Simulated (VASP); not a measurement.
# PtC (Fm-3m) in VASP: notebook, part 2 of 2

VASP 6.6.1.

## 3. Single point, PBE

This run uses another cell than the first one, of 11.57 Å³/atom.

Input file INCAR:

```
SYSTEM = PtC
ALGO = Normal ; EDIFF = 1E-6
ENCUT = 520 ; GGA = PE
ISIF = 2 ; ISMEAR = 0
LASPH = .TRUE. ; LCHARG = .FALSE.
LREAL = .FALSE. ; LWAVE = .FALSE.
NBANDS = 14 ; NELM = 100
PREC = Accurate ; SIGMA = 0.1
```

Input file KPOINTS:

```
k-points
0
G
  8 8 8
  0 0 0
```

Input file POSCAR:

```
PtC
1.0
    0.0000000000      2.2615141535      2.2615141535
    2.2615141535      0.0000000000      2.2615141535
    2.2615141535      2.2615141535      0.0000000000
Pt C
1 1
Direct
    0.0000000000      0.0000000000      0.0000000000
    0.5000000000      0.5000000000      0.5000000000
```

Potentials or basis: VASP PAW PBE potentials, release 64 (Pt, C).

Run with:

```console
> cat potpaw_PBE.64/Pt/POTCAR potpaw_PBE.64/C/POTCAR > POTCAR
> mpirun -np 1 vasp_std > vasp.out
```

OUTCAR:

```text
SYSTEM = PtC
   EDIFF = 1E-6
   ENCUT = 520
   GGA = PE
   ISIF = 2
   ISMEAR = 0
   LASPH = .TRUE.
   LREAL = .FALSE.
   NELM = 100
   PREC = Accurate

 ion  position               nearest neighbor table
   1  0.000  0.000  0.000-   2 2.26   2 2.26   2 2.26   2 2.26   2 2.26   2 2.26
   2  0.500  0.500  0.500-   1 2.26   1 2.26   1 2.26   1 2.26   1 2.26   1 2.26

  LATTYP: Found a face centered cubic cell.
 ALAT       =     4.5230283070

  Lattice vectors:

 A1 = (   0.0000000000,   2.2615141535,   2.2615141535)
 A2 = (   2.2615141535,   0.0000000000,   2.2615141535)
 A3 = (   2.2615141535,   2.2615141535,   0.0000000000)

Analysis of symmetry for initial positions (statically):
=====================================================================
 Subroutine PRICEL returns:
 Original cell was already a primitive cell.

 Routine SETGRP: Setting up the symmetry group for a
 face centered cubic supercell.

 Subroutine GETGRP returns: Found 48 space group operations
 (whereof 48 operations were pure point group operations)
 out of a pool of 48 trial point group operations.

The static configuration has the point symmetry O_h .

Analysis of symmetry for dynamics (positions and initial velocities):
=====================================================================
 Subroutine PRICEL returns:
 Original cell was already a primitive cell.

 Routine SETGRP: Setting up the symmetry group for a
 face centered cubic supercell.

 Subroutine GETGRP returns: Found 48 space group operations
 (whereof 48 operations were pure point group operations)
 out of a pool of 48 trial point group operations.

The dynamic configuration has the point symmetry O_h .

 Subroutine INISYM returns: Found 48 space group operations
 (whereof 48 operations are pure point group operations),
 and found     1 'primitive' translations

----------------------------------------------------------------------------------------

                                     Primitive cell

  volume of cell :      23.1328

  direct lattice vectors                    reciprocal lattice vectors
     0.000000000  2.261514153  2.261514153    -0.221090812  0.221090812  0.221090812
     2.261514153  0.000000000  2.261514153     0.221090812 -0.221090812  0.221090812
     2.261514153  2.261514153  0.000000000     0.221090812  0.221090812 -0.221090812

  length of vectors
     3.198263987  3.198263987  3.198263987     0.382940519  0.382940519  0.382940519

  position of ions in fractional coordinates (direct lattice)
     0.000000000  0.000000000  0.000000000
     0.500000000  0.500000000  0.500000000

  ion indices of the primitive-cell ions
   primitive index   ion index
                 1           1
                 2           2

----------------------------------------------------------------------------------------

 KPOINTS: k-points

Automatic generation of k-mesh.
 Grid dimensions read from file:
 generate k-points for:    8    8    8

 Generating k-lattice:

  Cartesian coordinates                     Fractional coordinates (reciprocal lattice)
[... 39 lines left out ...]
  0.500000  0.250000  0.125000     48.000000
 -0.375000  0.250000  0.125000     24.000000
 [... further k-points ...]
   k-points           NKPTS =     29   k-points in BZ     NKDIM =     29   number of bands    NBANDS=     14
   number of dos      NEDOS =    301   number of ions     NIONS =      2
   total plane-waves  NPLWV =  13824
   dimension x,y,z NGX =    24 NGY =   24 NGZ =   24
   dimension x,y,z NGXF=    48 NGYF=   48 NGZF=   48
   ions per type =               1   1
   NGX,Y,Z   is equivalent  to a cutoff of  12.48, 12.48, 12.48 a.u.
   NGXF,Y,Z  is equivalent  to a cutoff of  24.95, 24.95, 24.95 a.u.
 SYSTEM =  PtC
   PREC   = accura    normal or accurate (medium, high low for compatibility)
   ISTART =      0    job   : 0-new  1-cont  2-samecut
   ICHARG =      2    charge: 1-file 2-atom 10-const
   ISPIN  =      1    spin polarized calculation?
   LNONCOLLINEAR =      F non collinear calculations
   LSORBIT =      F    spin-orbit coupling
   LASPH  =      T    aspherical Exc in radial PAW
   ENCUT  =  520.0 eV  38.22 Ry    6.18 a.u.   5.95  5.95  5.95*2*pi/ulx,y,z
   NELM   =    100;   NELMIN=  2; NELMDL= -5     # of ELM steps
   EDIFF  = 0.1E-05   stopping-criterion for ELM
   LREAL  =      F    real-space projection
   EDIFFG = 0.1E-04   stopping-criterion for IOM
   NSW    =      0    number of steps for IOM
   IBRION =     -1    ionic relax: 0-MD 1-quasi-New 2-CG
   NFREE  =      0    steps in history (QN), initial steepest desc. (CG)
   ISIF   =      2    stress and relaxation
   ISYM   =      2    0-nonsym 1-usesym 2-fastsym
   POTIM  = 0.5000    time-step for ionic-motion
   TEBEG  =    0.0;   TEEND  =   0.0 temperature during run
   PSTRESS=    0.0 pullay stress
   NELECT =      14.0000    total number of electrons
   NUPDOWN=      -1.0000    fix difference up-down
   EMIN   =  10.00;   EMAX   =-10.00  energy-range for DOS
   EFERMI =   0.00;   METHOD = LEGACY
   ISMEAR =     0;   SIGMA  =   0.10  broadening in eV -4-tet -1-fermi 0-gaus
   EFERMI_NEDOS =   21; number of points for ismear=-14 and -15
   IALGO  =     38    algorithm
   IMIX   =      4    mixing-type and parameters
     AMIX     =   0.40;   BMIX     =  1.00
     AMIX_MAG =   1.60;   BMIX_MAG =  1.00
  volume/ion in A,a.u.               =      11.57        78.05
  Fermi-wavevector in a.u.,A,eV,Ry     =   1.384761  2.616819 26.090034  1.917563
  Thomas-Fermi vector in A             =   2.509235
   LORBIT       =      0    0 simple, 1 ext, 2 COOP (PROOUT), +10 PAW based schemes
   GGA     = PE    functional components
   LHFCALC =     F    Hartree Fock is set to
   AEXX    =    0.0000 exact exchange contribution
   IVDW    =     0    specifies the selected vdW correction
   LEPSILON=     F    determine dielectric tensor
   LRPA    =     F    only Hartree local field effects (RPA)
 non-spin polarized calculation
 Gauss-broadening in eV      SIGMA  =   0.10
  energy-cutoff  :      520.00
  volume of cell :       23.13
 maximum number of plane-waves:       636
   NGX = 11   NGY = 11   NGZ = 11

 number of electron      14.0000002 magnetization

 Free energy of the ion-electron system (eV)
  ---------------------------------------------------
  ext. energy  EPLUGINS =         0.00000000
  ---------------------------------------------------
  free energy    TOTEN  =       -12.37027071 eV

  energy without entropy =      -12.36447312  energy(sigma->0) =      -12.36737191

 E-fermi :   9.6478     XC(G=0): -12.9003

 val. band max:        9.6176692550   @ k =  -0.1250   0.1250   0.0000
 cond. band min:       9.6695487361   @ k =   0.5000   0.3750   0.0000
 fundamental gap:      0.0518794811
 Fermi energy:         9.6477573856

 k-point     1 :       0.0000    0.0000    0.0000
  band No.  band energies     occupation
      1      -4.6019      2.00000
      2       5.7068      2.00000
      3       5.7068      2.00000
      4       5.7068      2.00000
      5       6.3302      2.00000
      6       6.3302      2.00000
      7       9.6025      1.47790
      8       9.6025      1.47790
      9       9.6025      1.47789
     10      15.2956      0.00000
     11      22.0832      0.00000
     12      29.3612      0.00000
     13      29.3612      0.00000
     14      29.3612      0.00000
[... 377 lines left out ...]
      1      -1.3638      2.00000
      2       2.1783      2.00000
      3       3.9111      2.00000
      4       3.9602      2.00000
      5       7.4837      2.00000
      6       7.5838      2.00000
      7       8.6770      2.00000
      8      12.4676      0.00000
      9      12.9590      0.00000
     10      18.2786      0.00000
     11      19.0312      0.00000
     12      21.8975      0.00000
     13      23.1975      0.00000
     14      30.0128      0.00000

 [... further k-points ...]

------------------------ aborting loop because EDIFF is reached ----------------------------------------

  FORCE on cell =-STRESS in cart. coord.  units (eV):
  Direction    XX          YY          ZZ          XY          YZ          ZX
  --------------------------------------------------------------------------------------
  -------------------------------------------------------------------------------------
  Total       -1.3412683     -1.3412683     -1.3412683     -0.0000000     -0.0000000      0.0000000
  in kB      -92.8962784    -92.8962784    -92.8962784     -0.0000000     -0.0000000      0.0000000
  external PRESSURE =     -92.8962784 kB  Pullay stress =       0.0000000 kB

 VOLUME and BASIS-vectors are now :
 -----------------------------------------------------------------------------
  energy-cutoff  :      520.00
  volume of cell :       23.13
      direct lattice vectors                 reciprocal lattice vectors
     0.000000000  2.261514153  2.261514153    -0.221090812  0.221090812  0.221090812
     2.261514153  0.000000000  2.261514153     0.221090812 -0.221090812  0.221090812
     2.261514153  2.261514153  0.000000000     0.221090812  0.221090812 -0.221090812

 POSITION                                       TOTAL-FORCE (eV/Angst)
 -----------------------------------------------------------------------------------
      0.00000      0.00000      0.00000         0.000000     -0.000000      0.000000
      2.26151      2.26151      2.26151        -0.000000      0.000000     -0.000000
 -----------------------------------------------------------------------------------
    total drift:                                0.000000     -0.000000     -0.000000

  FREE ENERGIE OF THE ION-ELECTRON SYSTEM (eV)
  ---------------------------------------------------
  free  energy   TOTEN  =       -12.3702707088 eV

  energy  without entropy=      -12.3644731212  energy(sigma->0) =      -12.36737191
```

It took 13 s on 1 thread of Intel Xeon 8259CL, shared host; peak memory 0.14 GiB.

Results:

```
Free energy            : -12.3703 eV
Pressure               : -9.3 GPa
Band gap on the k mesh : zero (bands 7 and 8 overlap by 1.98 eV)
```

Levels at points of the mesh, in eV from the Fermi level:
```tsv
k point	band 3	band 4	band 5	band 6	band 7	band 8	band 9	band 10	band 11	band 12
(0.00, 0.00, 0.00)	-3.94	-3.94	-3.32	-3.32	-0.05	-0.05	-0.05	5.65	12.44	19.71
(0.50, 0.00, 0.00)	-6.19	-6.19	-2.12	-2.12	-0.73	5.24	5.24	6.06	11.60	11.60
(0.50, 0.50, 0.00)	-4.99	-2.45	-1.77	-1.77	-1.57	-1.57	0.99	4.32	12.24	14.54
```

Caveat: the cell stands under tension; spin-orbit coupling is left out, which moves the levels of the heavy elements.

## 4. Relaxation of cell and atoms, PBE

This run uses another cell than the first one, of 11.57 Å³/atom.

Input file INCAR:

```
  PREC = Accurate
  ENCUT = 600
  EDIFF = 1E-6
  ISMEAR = 0
  SIGMA = 0.1
  LREAL = F
  LASPH = T
  NELM = 60
  ALGO = Normal
  ISIF = 3
  LWAVE = F
  LCHARG = F
  GGA = PE
  IBRION = 2
  NSW = 90
  EDIFFG = -0.04
```

Input file KPOINTS:

```
regular mesh
0
Gamma
  6 6 6
```

POSCAR is that of step 3.

Run with:

```console
> cat potpaw_PBE.64/Pt/POTCAR potpaw_PBE.64/C/POTCAR > POTCAR
> mpirun -np 1 vasp_std > vasp.out
```

Run time: 25 s. Hardware: 1 thread of Intel Xeon 8259CL, shared host; peak memory 0.17 GiB.

Results (log left out):

| Item | Value |
| --- | --- |
| Free energy | -12.3487 eV |
| Relaxed volume | 11.17 Å³/atom |
| Relaxed cell | a = 3.161 Å, b = 3.161 Å, c = 3.161 Å, α = 60.00°, β = 60.00°, γ = 60.00° |
| Space group after relaxing (to 0.1 Å) | Fm-3m (No. 225) |
| Energy gained by relaxing | 10.9 meV/atom |
| Ionic steps | 3 |
| Pressure after relaxing | -0.1 GPa |
| Band gap on the k mesh | zero (bands 7 and 8 overlap by 1.92 eV) |

Step by step:
```
step  energy change (eV)  largest force (eV/Å)  pressure (GPa)  volume (Å³)
   1              0.0000                0.0000           -8.27        23.13
   2              0.0282                0.0000           14.91        21.19
   3             -0.0218                0.0000           -0.13        22.33
```

Final structure:
```
CELL_PARAMETERS angstrom
0.00000 2.23507 2.23507
2.23507 0.00000 2.23507
2.23507 2.23507 0.00000
ATOMIC_POSITIONS crystal
Pt 0.00000 0.00000 0.00000
C 0.50000 0.50000 0.50000
```

Levels at points of the mesh, in eV from the Fermi level:
```tsv
k point	band 3	band 4	band 5	band 6	band 7	band 8	band 9	band 10	band 11
(0.00, 0.00, 0.00)	-4.27	-4.27	-3.59	-3.59	-0.26	-0.26	-0.26	5.88	12.23
(0.50, 0.00, 0.00)	-6.60	-6.60	-2.32	-2.32	-0.85	5.33	5.33	5.94	11.60
(0.50, 0.50, 0.00)	-5.35	-2.66	-2.03	-2.03	-1.74	-1.74	1.02	4.46	12.34
```

Caveat: the k points lie up to 0.41 Å⁻¹ apart in the final cell, too coarse for converged energies and pressures of a metal; spin-orbit coupling is left out, which moves the levels of the heavy elements.

## 5. Single point, PBE

This run uses another cell than the first one, of 11.14 Å³/atom.

Input file INCAR:

```
SYSTEM = PtC
ALGO = Normal
EDIFF = 1E-6
ENCUT = 520
GGA = PE
ISIF = 2
ISMEAR = 0
LASPH = .TRUE.
LCHARG = .FALSE.
LREAL = .FALSE.
LWAVE = .FALSE.
NBANDS = 14
NELM = 80
PREC = Accurate
SIGMA = 0.1
```

Input file KPOINTS:

```
k-points
0
G
  22 22 22
  0 0 0
```

Input file POSCAR:

```
PtC
1.0
    0.0000000000      2.2331837162      2.2331837162
    2.2331837162      0.0000000000      2.2331837162
    2.2331837162      2.2331837162      0.0000000000
Pt C
1 1
Direct
    0.0000000000      0.0000000000      0.0000000000
    0.5000000000      0.5000000000      0.5000000000
```

Run with:

```console
> cat potpaw_PBE.64/Pt/POTCAR potpaw_PBE.64/C/POTCAR > POTCAR
> mpirun -np 1 vasp_std > vasp.out
```

Wall time 80 s (1 thread of Intel Xeon 8259CL, shared host); peak memory 0.23 GiB.

It converged, with:

| Property | Result |
| --- | --- |
| Free energy | -12.4076 eV |
| Pressure | -0.1 GPa |
| Band gap on the k mesh | zero (bands 7 and 8 overlap by 2.03 eV) |

Levels at points of the mesh, in eV from the Fermi level:
| k point | band 4 | band 5 | band 6 | band 7 | band 8 | band 9 | band 10 | band 11 |
| --- | --- | --- | --- | --- | --- | --- | --- | --- |
| (0.00, 0.00, 0.00) | -4.19 | -3.51 | -3.51 | -0.16 | -0.16 | -0.16 | 6.00 | 12.31 |
| (0.50, 0.00, 0.00) | -6.53 | -2.24 | -2.24 | -0.76 | 5.44 | 5.44 | 6.04 | 11.70 |
| (0.50, 0.50, 0.00) | -2.58 | -1.94 | -1.94 | -1.65 | -1.65 | 1.12 | 4.57 | 12.45 |

Caveat: spin-orbit coupling is left out, which moves the levels of the heavy elements.

## 6. Overview

| task | cell | k mesh | cutoff (eV) | gap on the mesh (eV) | pressure (GPa) |
| --- | --- | --- | --- | --- | --- |
| single point | a = 3.162 Å, angles 60.0°, 2 atoms | 6 × 6 × 6 | 520 | none | -0.3 |
| single point | a = 3.198 Å, angles 60.0°, 2 atoms | 8 × 8 × 8 | 520 | none | -9.3 |
| relaxation of cell and atoms | relaxed from a = 3.198 Å, angles 60.0°, 2 atoms | 6 × 6 × 6 | 600 | none | -0.1 |
| single point | a = 3.158 Å, angles 60.0°, 2 atoms | 22 × 22 × 22 | 520 | none | -0.1 |

Alike in all rows: level PBE; potentials or basis VASP PAW PBE potentials, release 64 (Pt, C); no spin polarisation; smearing gaussian 0.1 eV.

Caveats: some runs use coarse meshes; spin-orbit coupling is left out, which moves the levels of the heavy elements; the cell stands under tension (at least some runs).

Absolute energies hang on the potentials; compare differences alone.
